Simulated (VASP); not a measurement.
Wanted: the native input for a VASP 6.6.1 run.

- Task: single point
- Functional: PBE
- Potentials or basis: VASP PAW PBE potentials, release 64 (B)
- Cutoff: 520 eV
- k mesh: 23 × 23 × 23
- Occupations: fermi-dirac, width 0.1 eV
- Spin: no spin polarisation
- Dipole correction: no
- Further INCAR settings: ALGO = Normal; EDIFF = 1e-07; NBANDS = 8

The structure of B lies in POSCAR:

```
B
1.0
    0.0000000000      1.3758567136      1.3758567136
    1.3758567136      0.0000000000      1.3758567136
    1.3758567136      1.3758567136      0.0000000000
B
1
Direct
    0.0000000000      0.0000000000      0.0000000000
```

One way to write it, as run:

INCAR

```
ALGO = Normal
EDIFF = 1E-7
ENCUT = 520
GGA = PE
ISIF = 2
ISMEAR = -1
LASPH = True
LCHARG = True
LELF = True
LREAL = False
LVHAR = True
LWAVE = False
NBANDS = 8
NELM = 60
PREC = Accurate
SIGMA = 0.1
```

KPOINTS

```
k-points
0
Gamma
  23 23 23
```

Potentials or basis: VASP PAW PBE potentials, release 64 (B).

Launch:

```bash
$ cat potpaw_PBE.64/B/POTCAR > POTCAR
$ mpirun -np 1 vasp_std > vasp.out
```

Results of the run:

* Pressure: 42.0 GPa

It took 6.4 s on 1 thread of Intel(R) Xeon(R) Platinum 8559C (Emerald Rapids), on a shared host, peak memory 0.11 GiB.
